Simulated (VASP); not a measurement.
## Ga4As4N: single point with PBE+D3(BJ)

Ga4As4N, a slab with vacuum:

```xyz
18
Lattice="8.0267 0.0000 0.0000 -4.0134 6.9513 0.0000 0.0000 0.0000 22.6407" Properties=species:S:1:pos:R:3 pbc="T T T"
As    0.0000    0.0000    4.0000
As   -2.0067    3.4757    4.0000
As    4.0134    0.0000    4.0000
As    2.0067    3.4757    4.0000
As    0.0000    2.3171    7.4774
As   -2.0067    5.7928    7.4774
As    4.0134    2.3171    7.4774
As    2.0067    5.7928    7.4774
Ga    0.0000    2.3171    4.8192
Ga   -2.0067    5.7928    4.8192
Ga    4.0134    2.3171    4.8192
Ga    2.0067    5.7928    4.8192
Ga    2.0067    1.1586    8.1407
Ga    0.0000    4.6342    8.1407
Ga    6.0200    1.1586    8.1407
Ga    4.0134    4.6342    8.1407
N     2.0067    1.1586   11.0407
N     2.0067    1.1586   12.1407
```

```
Program             : VASP 6.6.1
Task                : single point
Functional          : PBE
Dispersion          : D3(BJ)
Potentials or basis : VASP PAW PBE potentials, release 64 (As, Ga_d, N)
Cutoff              : 520 eV
k mesh              : 6 × 6 × 1
Occupations         : gaussian, width 0.05 eV
Spin                : no spin polarisation
```

* Largest force: 2.162 eV/Å
* Band gap on the k mesh: 0.03 eV
* Dispersion energy per atom: -0.193 eV

Forces on the atoms (eV/Å):
```
As   0.002  0.001  0.465
As   0.000  0.000  0.463
As  -0.002  0.001  0.465
As   0.000 -0.003  0.465
As  -0.034  0.020  0.016
As   0.000 -0.040  0.016
As   0.034  0.020  0.016
As   0.000  0.000 -0.008
Ga  -0.019  0.011 -0.483
Ga   0.000 -0.022 -0.483
Ga   0.019  0.011 -0.483
Ga   0.000  0.000 -0.485
Ga   0.000  0.000 -0.208
Ga  -0.002 -0.001  0.039
Ga   0.000  0.002  0.039
Ga   0.002 -0.001  0.039
N    0.000  0.000 -2.038
N    0.000  0.000  2.162
```

Levels at points of the mesh, in eV from the valence-band top:
```tsv
k point	band 74	band 75	band 76	band 77	band 78	band 79	band 80	band 81
(0.00, 0.00, 0.00)	-1.28	-1.21	0.00	0.00	0.03	0.36	0.36	0.48
(0.50, 0.00, 0.00)	-0.80	-0.79	-0.58	-0.57	0.15	0.26	0.62	0.73
```

It took 62 min on 1 thread of Oxide Virtual Turin-like Processor, on a shared host, peak memory 1.3 GiB.

Caveat: the standard files for N, O and F lose accuracy on very short bonds.
